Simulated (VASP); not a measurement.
# Bi (P6/mmm) in VASP: a series of runs

The runs below take Bi through single point, with r2SCAN.

Program: VASP 6.6.1. These are calculated values, not measurements. Logs are shortened: lines on timing, memory, paths and dates and some standing lists are left out, and cuts for length are marked.

## (1) The cell of the first run

Symmetry: P6/mmm, No. 191, hexagonal system. The conventional cell has a = 5.469 Å, b = 5.469 Å, c = 3.214 Å, α = 90.00°, β = 90.00°, γ = 120.00°. Bi (site symmetry 6/mmm) has 14 Bi at 3.21 to 3.54 Å within 4.2 Å. Bi (site symmetry -6m2) has 11 Bi at 3.16 to 3.54 Å within 4.2 Å.

This isn't the form of Bi at room conditions, which is rhombohedral.

## (2) Single point, r2SCAN (27.74 Å³/atom)

Input file POSCAR:

```
Bi
1.0
    5.4685068600      0.0000000000      0.0000000000
   -2.7342534300      4.7358658615      0.0000000000
    0.0000000000      0.0000000000      3.2137621036
Bi
3
Direct
    0.0000000000      1.0000000000      0.0000000000
    0.3333333333      0.6666666667      0.5000000000
    0.6666666667      0.3333333333      0.5000000000
```

Input file INCAR.step1:

```
SYSTEM = Bi
PREC     = Accurate       ! precision mode
ENCUT    = 550            ! plane-wave cutoff, eV
ISMEAR   = -1             ! smearing method
SIGMA    = 0.1            ! smearing width, eV
LREAL    = .False.        ! projectors in reciprocal space
LASPH    = .True.         ! aspherical terms in the spheres
NELM     = 120            ! most SCF steps
NBANDS   = 30             ! bands
GGA      = PE             ! functional
ALGO     = Normal         ! electronic algorithm
EDIFF    = 1E-5           ! SCF threshold, eV
LWAVE    = .True.         ! write WAVECAR
LCHARG   = .False.        ! write CHGCAR
GGA_COMPAT= .False.
```

Input file INCAR.step2:

```
SYSTEM = Bi
PREC     = Accurate       ! precision mode
ENCUT    = 550            ! plane-wave cutoff, eV
EDIFF    = 1E-6           ! SCF threshold, eV
ISMEAR   = -1             ! smearing method
SIGMA    = 0.1            ! smearing width, eV
LREAL    = .False.        ! projectors in reciprocal space
LASPH    = .True.         ! aspherical terms in the spheres
NELM     = 120            ! most SCF steps
ALGO     = Normal         ! electronic algorithm
ISIF     = 2              ! what is computed and relaxed
LWAVE    = .False.        ! write WAVECAR
LCHARG   = .False.        ! write CHGCAR
METAGGA  = R2SCAN         ! meta-GGA
LMIXTAU  = .True.       
NBANDS   = 30             ! bands
ISTART   = 1            
GGA_COMPAT= .False.
```

Input file KPOINTS:

```
regular mesh
0
Gamma
  7 7 11
  0 0 0
```

Potentials or basis: VASP PAW PBE potentials, release 64 (Bi_d).

On the command line:

```bash
$ cat potpaw_PBE.64/Bi_d/POTCAR > POTCAR
$ cp INCAR.step1 INCAR
$ mpirun -np 1 vasp_std > vasp.out
$ cp INCAR.step2 INCAR
$ mpirun -np 1 vasp_std > vasp.out
```

OUTCAR:

```text
SYSTEM = Bi
   PREC = Accurate
   ENCUT = 550
   EDIFF = 1E-6
   ISMEAR = -1
   LREAL = .False.
   LASPH = .True.
   NELM = 120
   ISIF = 2
   METAGGA = R2SCAN
   ISTART = 1

 ion  position               nearest neighbor table
   1  0.000  0.000  0.000-   2 3.54   3 3.54   2 3.54   3 3.54   2 3.54   2 3.54   3 3.54   3 3.54
                             3 3.54   3 3.54   2 3.54   2 3.54
   2  0.333  0.667  0.500-   3 3.16   3 3.16   3 3.16   1 3.54   1 3.54   1 3.54   1 3.54   1 3.54
                             1 3.54
   3  0.667  0.333  0.500-   2 3.16   2 3.16   2 3.16   1 3.54   1 3.54   1 3.54   1 3.54   1 3.54
                             1 3.54

  LATTYP: Found a hexagonal cell.
 ALAT       =     5.4685068600
 C/A-ratio  =     0.5876854845

  Lattice vectors:

 A1 = (   5.4685068600,   0.0000000000,   0.0000000000)
 A2 = (  -2.7342534300,   4.7358658615,   0.0000000000)
 A3 = (   0.0000000000,   0.0000000000,   3.2137621036)

Analysis of symmetry for initial positions (statically):
=====================================================================
 Subroutine PRICEL returns:
 Original cell was already a primitive cell.

 Routine SETGRP: Setting up the symmetry group for a
 hexagonal supercell.

 Subroutine GETGRP returns: Found 24 space group operations
 (whereof 24 operations were pure point group operations)
 out of a pool of 24 trial point group operations.

The static configuration has the point symmetry D_6h.

Analysis of symmetry for dynamics (positions and initial velocities):
=====================================================================
 Subroutine PRICEL returns:
 Original cell was already a primitive cell.

 Routine SETGRP: Setting up the symmetry group for a
 hexagonal supercell.

 Subroutine GETGRP returns: Found 24 space group operations
 (whereof 24 operations were pure point group operations)
 out of a pool of 24 trial point group operations.

The dynamic configuration has the point symmetry D_6h.

 Subroutine INISYM returns: Found 24 space group operations
 (whereof 24 operations are pure point group operations),
 and found     1 'primitive' translations

----------------------------------------------------------------------------------------

                                     Primitive cell

  volume of cell :      83.2304

  direct lattice vectors                    reciprocal lattice vectors
     5.468506860  0.000000000  0.000000000     0.182865273  0.105577315  0.000000000
    -2.734253430  4.735865861  0.000000000     0.000000000  0.211154629  0.000000000
     0.000000000  0.000000000  3.213762104     0.000000000  0.000000000  0.311161800

  length of vectors
     5.468506860  5.468506860  3.213762104     0.211154629  0.211154629  0.311161800

  position of ions in fractional coordinates (direct lattice)
     0.000000000  0.000000000  0.000000000
     0.333333333  0.666666667  0.500000000
     0.666666667  0.333333333  0.500000000

  ion indices of the primitive-cell ions
   primitive index   ion index
                 1           1
                 2           2
                 3           3

----------------------------------------------------------------------------------------

 KPOINTS: regular mesh

Automatic generation of k-mesh.
 Grid dimensions read from file:
 generate k-points for:    7    7   11

 Generating k-lattice:

  Cartesian coordinates                     Fractional coordinates (reciprocal lattice)
     0.026123610  0.015082474  0.000000000     0.142857143  0.000000000  0.000000000
     0.000000000  0.030164947  0.000000000     0.000000000  0.142857143  0.000000000
     0.000000000  0.000000000  0.028287436     0.000000000  0.000000000  0.090909091

  Length of vectors
     0.030164947  0.030164947  0.028287436

  Shift w.r.t. Gamma in fractional coordinates (k-lattice)
     0.000000000  0.000000000  0.000000000

 Subroutine IBZKPT returns following result:
 ===========================================

 Found     48 irreducible k-points:

 Following reciprocal coordinates:
            Coordinates               Weight
  0.000000  0.000000  0.000000      1.000000
  0.142857 -0.000000  0.000000      6.000000
  0.285714  0.000000  0.000000      6.000000
  0.428571 -0.000000  0.000000      6.000000
  0.142857  0.142857  0.000000      6.000000
  0.285714  0.142857  0.000000     12.000000
[... 16 lines left out ...]
  0.428571  0.142857  0.181818     12.000000
  0.285714  0.285714  0.181818     12.000000
 [... further k-points ...]
   k-points           NKPTS =     48   k-points in BZ     NKDIM =     48   number of bands    NBANDS=     30
   number of dos      NEDOS =    301   number of ions     NIONS =      3
   total plane-waves  NPLWV =  49392
   dimension x,y,z NGX =    42 NGY =   42 NGZ =   28
   dimension x,y,z NGXF=    84 NGYF=   84 NGZF=   56
   ions per type =               3
   NGX,Y,Z   is equivalent  to a cutoff of  12.77, 12.77, 14.48 a.u.
[... 40 lines left out ...]
   LEPSILON=     F    determine dielectric tensor
   LRPA    =     F    only Hartree local field effects (RPA)
 non-spin polarized calculation
  energy-cutoff  :      550.00
  volume of cell :       83.23
 maximum number of plane-waves:      2472
 NGX is ok and might be reduce to    42
   NGX = 21   NGY = 21   NGZ = 13

 number of electron      45.0000015 magnetization

 Free energy of the ion-electron system (eV)
  ---------------------------------------------------
  ext. energy  EPLUGINS =         0.00000000
  ---------------------------------------------------
  free energy    TOTEN  =      -174.48083460 eV

  energy without entropy =     -174.41338430  energy(sigma->0) =     -174.44710945

 E-fermi :   9.4222     XC(G=0): -11.6971

 val. band max:        9.4172979169   @ k =   0.2857   0.2857   0.1818
 cond. band min:       9.4222698054   @ k =   0.4286  -0.0000   0.2727
 fundamental gap:      0.0049718885
 Fermi energy:         9.4222102419

 k-point     1 :       0.0000    0.0000    0.0000
  band No.  band energies     occupation
      1     -14.7011      2.00000
      2     -14.5401      2.00000
      3     -14.5183      2.00000
      4     -14.5118      2.00000
      5     -14.5118      2.00000
      6     -14.3967      2.00000
[... 22 lines left out ...]
     29      20.2330      0.00000
     30      20.7965      0.00000

 k-point     2 :       0.1429   -0.0000    0.0000
  band No.  band energies     occupation
      1     -14.6970      2.00000
      2     -14.5675      2.00000
      3     -14.5285      2.00000
      4     -14.5194      2.00000
      5     -14.4951      2.00000
      6     -14.4044      2.00000
[... 22 lines left out ...]
     29      19.4568      0.00000
     30      19.8128      0.00000

 k-point     3 :       0.2857    0.0000    0.0000
  band No.  band energies     occupation
      1     -14.6856      2.00000
      2     -14.6077      2.00000
      3     -14.5578      2.00000
      4     -14.5223      2.00000
      5     -14.4907      2.00000
      6     -14.4168      2.00000
[... 22 lines left out ...]
     29      18.4450      0.00000
     30      18.9739      0.00000

 k-point     4 :       0.4286   -0.0000    0.0000
  band No.  band energies     occupation
      1     -14.6690      2.00000
      2     -14.6422      2.00000
      3     -14.5767      2.00000
      4     -14.5253      2.00000
      5     -14.4954      2.00000
      6     -14.4245      2.00000
[... 22 lines left out ...]
     29      17.1861      0.00000
     30      18.0803      0.00000

 k-point     5 :       0.1429    0.1429    0.0000
  band No.  band energies     occupation
      1     -14.6892      2.00000
      2     -14.5949      2.00000
      3     -14.5570      2.00000
      4     -14.5208      2.00000
      5     -14.4824      2.00000
      6     -14.4101      2.00000
[... 22 lines left out ...]
     29      18.5035      0.00000
     30      19.2288      0.00000
[... 526 lines left out ...]
     29      17.9218      0.00000
     30      18.9606      0.00000

 k-point    22 :       0.2857    0.1429    0.1818
  band No.  band energies     occupation
      1     -14.6047      2.00000
      2     -14.5727      2.00000
      3     -14.5687      2.00000
      4     -14.4623      2.00000
      5     -14.4428      2.00000
      6     -14.4206      2.00000
[... 22 lines left out ...]
     29      17.9731      0.00000
     30      18.8055      0.00000

 k-point    23 :       0.4286    0.1429    0.1818
  band No.  band energies     occupation
      1     -14.6072      2.00000
      2     -14.5788      2.00000
      3     -14.5765      2.00000
      4     -14.4630      2.00000
      5     -14.4402      2.00000
      6     -14.4226      2.00000
[... 22 lines left out ...]
     29      16.9935      0.00000
     30      19.2295      0.00000

 k-point    24 :       0.2857    0.2857    0.1818
  band No.  band energies     occupation
      1     -14.6105      2.00000
      2     -14.5779      2.00000
      3     -14.5763      2.00000
      4     -14.4663      2.00000
      5     -14.4272      2.00000
      6     -14.4111      2.00000
[... 22 lines left out ...]
     29      17.5943      0.00000
     30      17.6394      0.00000

 [... further k-points ...]
[... 5 lines left out ...]
  --------------------------------------------------------------------------------------
  -------------------------------------------------------------------------------------
  Total        4.4257910      4.4257910      5.7334376     -0.0000000      0.0000000      0.0000000
  in kB       85.1960786     85.1960786    110.3681582     -0.0000000      0.0000000      0.0000000
  external PRESSURE =      93.5867718 kB  Pullay stress =       0.0000000 kB

 VOLUME and BASIS-vectors are now :
 -----------------------------------------------------------------------------
  energy-cutoff  :      550.00
  volume of cell :       83.23
      direct lattice vectors                 reciprocal lattice vectors
     5.468506860  0.000000000  0.000000000     0.182865273  0.105577315  0.000000000
    -2.734253430  4.735865861  0.000000000     0.000000000  0.211154629  0.000000000
     0.000000000  0.000000000  3.213762104     0.000000000  0.000000000  0.311161800

 POSITION                                       TOTAL-FORCE (eV/Angst)
 -----------------------------------------------------------------------------------
      0.00000      0.00000      0.00000         0.000000      0.000000      0.000000
     -0.00000      3.15724      1.60688        -0.000000      0.000000      0.000000
      2.73425      1.57862      1.60688        -0.000000     -0.000000      0.000000
 -----------------------------------------------------------------------------------
    total drift:                               -0.000000      0.000000     -0.000000

  FREE ENERGIE OF THE ION-ELECTRON SYSTEM (eV)
  ---------------------------------------------------
  free  energy   TOTEN  =      -174.4808346031 eV

  energy  without entropy=     -174.4133843019  energy(sigma->0) =     -174.44710945
```

Run time: 11 min. Hardware: 1 thread of Intel Xeon 8259CL, shared host; peak memory 0.28 GiB.

Results:

* Free energy: -174.4808 eV
* Pressure: 9.4 GPa
* Band gap on the k mesh: zero (an odd number of electrons rules out a gap without spin polarisation)

Stress tensor (GPa, compression positive):
```
 8.52  0.00  0.00
 0.00  8.52  0.00
 0.00  0.00 11.04
```

Caveat: the cell stands under pressure; the PAW data sets were made with another functional, which shifts forces and pressure a little; spin-orbit coupling is left out, which moves the levels of the heavy elements.

## (3) Single point, r2SCAN (29.00 Å³/atom)

This run uses another cell than the first one, of 29.00 Å³/atom.

Input file POSCAR:

```
Bi
1.0
    5.5501384003      0.0000000000      0.0000000000
   -2.7750692002      4.8065608491      0.0000000000
    0.0000000000      0.0000000000      3.2617357749
Bi
3
Direct
    0.0000000000      1.0000000000      0.0000000000
    0.3333333333      0.6666666667      0.5000000000
    0.6666666667      0.3333333333      0.5000000000
```

Input file INCAR.step1:

```
PREC = Accurate
ENCUT = 550
ISMEAR = -1
SIGMA = 0.1
LREAL = F
LASPH = T
NELM = 120
NBANDS = 30
GGA = PE
ALGO = Normal
EDIFF = 1E-5
LWAVE = T
LCHARG = F
GGA_COMPAT = F
```

Input file INCAR.step2:

```
PREC = Accurate
ENCUT = 550
EDIFF = 1E-6
ISMEAR = -1
SIGMA = 0.1
LREAL = F
LASPH = T
NELM = 120
ALGO = Normal
ISIF = 2
LWAVE = F
LCHARG = F
METAGGA = R2SCAN
LMIXTAU = T
NBANDS = 30
ISTART = 1
GGA_COMPAT = F
```

Input file KPOINTS:

```
regular mesh
0
Gamma
  7 7 11
```

Potentials or basis: VASP PAW PBE potentials, release 64 (Bi_d).

On the command line:

```bash
$ cat potpaw_PBE.64/Bi_d/POTCAR > POTCAR
$ cp INCAR.step1 INCAR
$ mpirun -np 1 vasp_std > vasp.out
$ cp INCAR.step2 INCAR
$ mpirun -np 1 vasp_std > vasp.out
```

Wall time 10 min (1 thread of Intel Xeon 8259CL, shared host); peak memory 0.28 GiB.

The run converged. Its results:

| Quantity | Value |
| --- | --- |
| Free energy | -174.6570 eV |
| Pressure | 5.5 GPa |
| Band gap on the k mesh | zero (an odd number of electrons rules out a gap without spin polarisation) |

Stress tensor (GPa, compression positive):
```
4.90 0.00 0.00
0.00 4.90 0.00
0.00 0.00 6.85
```

Levels at points of the mesh, in eV from the Fermi level:
| k point | band 21 | band 22 | band 23 | band 24 | band 25 | band 26 |
| --- | --- | --- | --- | --- | --- | --- |
| (0.00, 0.00, 0.00) | -3.78 | -3.78 | 1.95 | 5.64 | 5.64 | 6.41 |

Caveat: the cell stands under pressure; the PAW data sets were made with another functional, which shifts forces and pressure a little; spin-orbit coupling is left out, which moves the levels of the heavy elements.

## (4) Single point, r2SCAN (30.27 Å³/atom)

This run uses another cell than the first one, of 30.27 Å³/atom.

Input file POSCAR:

```
Bi
1.0
    5.6294368053      0.0000000000      0.0000000000
   -2.8147184027      4.8752352824      0.0000000000
    0.0000000000      0.0000000000      3.3083382966
Bi
3
Direct
    0.0000000000      1.0000000000      0.0000000000
    0.3333333333      0.6666666667      0.5000000000
    0.6666666667      0.3333333333      0.5000000000
```

Input file INCAR.step1:

```
PREC = Accurate
ENCUT = 550
ISMEAR = -1
SIGMA = 0.1
LREAL = False
LASPH = True
NELM = 120
NBANDS = 30
GGA = PE
ALGO = Normal
EDIFF = 1E-5
LWAVE = True
LCHARG = False
GGA_COMPAT = False
```

Input file INCAR.step2:

```
PREC = Accurate
ENCUT = 550
EDIFF = 1E-6
ISMEAR = -1
SIGMA = 0.1
LREAL = False
LASPH = True
NELM = 120
ALGO = Normal
ISIF = 2
LWAVE = False
LCHARG = True
METAGGA = R2SCAN
LMIXTAU = True
LELF = True
LVHAR = True
NBANDS = 30
ISTART = 1
GGA_COMPAT = False
```

KPOINTS is that of step 3.

On the command line:

```bash
$ cat potpaw_PBE.64/Bi_d/POTCAR > POTCAR
$ cp INCAR.step1 INCAR
$ mpirun -np 1 vasp_std > vasp.out
$ cp INCAR.step2 INCAR
$ mpirun -np 1 vasp_std > vasp.out
```

It took 10 min on 1 thread of Intel Xeon 8259CL, shared host; peak memory 0.32 GiB.

The run converged. Its results:

```yaml
Free_energy: -174.7531 eV
Pressure: 2.5 GPa
Band_gap_on_the_k_mesh: zero (an odd number of electrons rules out a gap without spin polarisation)
```

Stress tensor (GPa, compression positive):
```
2.05 0.00 0.00
0.00 2.05 0.00
0.00 0.00 3.49
```

Levels at points of the mesh, in eV from the Fermi level:
```
           k point  band 21  band 22  band 23  band 24  band 25  band 26
(0.00, 0.00, 0.00)    -3.56    -3.56     1.91     5.33     5.33     6.06
```

Caveat: the PAW data sets were made with another functional, which shifts forces and pressure a little; spin-orbit coupling is left out, which moves the levels of the heavy elements.

## (5) Single point, r2SCAN (31.53 Å³/atom)

This run uses another cell than the first one, of 31.53 Å³/atom.

Input file POSCAR:

```
Bi
1.0
    5.7065619619      0.0000000000      0.0000000000
   -2.8532809810      4.9420276273      0.0000000000
    0.0000000000      0.0000000000      3.3536636316
Bi
3
Direct
    0.0000000000      1.0000000000      0.0000000000
    0.3333333333      0.6666666667      0.5000000000
    0.6666666667      0.3333333333      0.5000000000
```

Input file INCAR.step1:

```
SYSTEM = Bi
PREC = Accurate
ENCUT = 550
ISMEAR = -1
SIGMA = 0.1
LREAL = .False.
LASPH = .True.
NELM = 120
NBANDS = 30
GGA = PE
ALGO = Normal
EDIFF = 1E-5
LWAVE = .True.
LCHARG = .False.
GGA_COMPAT = .False.
```

Input file INCAR.step2:

```
SYSTEM = Bi
PREC = Accurate
ENCUT = 550
EDIFF = 1E-6
ISMEAR = -1
SIGMA = 0.1
LREAL = .False.
LASPH = .True.
NELM = 120
ALGO = Normal
ISIF = 2
LWAVE = .False.
LCHARG = .False.
METAGGA = R2SCAN
LMIXTAU = .True.
NBANDS = 30
ISTART = 1
GGA_COMPAT = .False.
```

Input file KPOINTS:

```
regular mesh
0
Gamma
  7 7 11
  0 0 0
```

On the command line:

```bash
$ cat potpaw_PBE.64/Bi_d/POTCAR > POTCAR
$ cp INCAR.step1 INCAR
$ mpirun -np 1 vasp_std > vasp.out
$ cp INCAR.step2 INCAR
$ mpirun -np 1 vasp_std > vasp.out
```

Run time: 10 min. Hardware: 1 thread of Intel Xeon 8259CL, shared host; peak memory 0.32 GiB.

The run converged. Its results:

| Quantity | Value |
| --- | --- |
| Free energy | -174.7853 eV |
| Pressure | 0.1 GPa |
| Band gap on the k mesh | zero (an odd number of electrons rules out a gap without spin polarisation) |

Stress tensor (GPa, compression positive):
```
-0.21  0.00  0.00
 0.00 -0.21  0.00
 0.00  0.00  0.79
```

Levels at points of the mesh, in eV from the Fermi level:
```csv
k point,band 21,band 22,band 23,band 24,band 25,band 26
"(0.00, 0.00, 0.00)",-3.37,-3.37,1.87,5.04,5.04,5.74
```

Caveat: the PAW data sets were made with another functional, which shifts forces and pressure a little; spin-orbit coupling is left out, which moves the levels of the heavy elements.

## (6) The runs side by side

| cell | gap on the mesh (eV) | pressure (GPa) |
| --- | --- | --- |
| a = 5.469, b = 5.469, c = 3.214 Å, angles 90.0, 90.0, 120.0°, 3 atoms | none | 9.4 |
| a = 5.550, b = 5.550, c = 3.262 Å, angles 90.0, 90.0, 120.0°, 3 atoms | none | 5.5 |
| a = 5.629, b = 5.629, c = 3.308 Å, angles 90.0, 90.0, 120.0°, 3 atoms | none | 2.5 |
| a = 5.707, b = 5.707, c = 3.354 Å, angles 90.0, 90.0, 120.0°, 3 atoms | none | 0.1 |

Alike in all rows: task single point; level r2SCAN; potentials or basis VASP PAW PBE potentials, release 64 (Bi_d); no spin polarisation; k mesh 7 × 7 × 11; cutoff (eV) 550; smearing fermi-dirac 0.1 eV.

Caveats: the PAW data sets were made with another functional, which shifts forces and pressure a little; spin-orbit coupling is left out, which moves the levels of the heavy elements; the cell stands under pressure (at least some runs).

Total energies depend on the potentials used, so only differences within one code and one set of settings carry meaning.
